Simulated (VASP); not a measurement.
Zn3SeS2, 6 atoms in the cell. The structure is tetragonal, space group I-4m2 (No. 119). The conventional cell has a = 3.913 Å, b = 3.913 Å, c = 16.597 Å, α = 90.00°, β = 90.00°, γ = 90.00°. Within 3.1 Å of Zn (site symmetry 2mm) lie 2 S at 2.37 Å and 2 Se at 2.45 Å. Within 3.1 Å of Zn (site symmetry -4m2) lie 4 S at 2.37 Å. Within 3.2 Å of Se (site symmetry -4m2) lie 4 Zn at 2.45 Å. S (site symmetry 2mm) has 4 Zn at 2.37 Å within 3.1 Å. 

| Property | Result |
| --- | --- |
| Program | VASP 6.6.1 |
| Task | relaxation of cell and atoms |
| Functional | PBE |
| Potentials or basis | VASP PAW PBE potentials, release 64 (Zn, Se, S) |
| Cutoff | 600 eV |
| k mesh | 10 × 10 × 10 |
| Occupations | gaussian, width 0.02 eV |
| Spin | no spin polarisation |
| Dipole correction | no |
| Further INCAR settings | ALGO = Normal; EDIFF = 1e-06; IBRION = 2; EDIFFG = -0.01; NSW = 100; ISIF = 3 |

Potentials or basis: VASP PAW PBE potentials, release 64 (Zn, Se, S).

The run is started by

```bash
$ cat potpaw_PBE.64/Zn/POTCAR potpaw_PBE.64/Se/POTCAR potpaw_PBE.64/S/POTCAR > POTCAR
$ mpirun -np 4 vasp_std > vasp.out
```

Hardware: 4 MPI ranks on Oxide Virtual Turin-like Processor, on a shared host.

Estimate the wall time of this run.

It took 49 min on 4 MPI ranks on Oxide Virtual Turin-like Processor, with other jobs on the host, peak memory 1.1 GiB a rank. Counts: scf iterations 37, k points 102, ion steps 5.
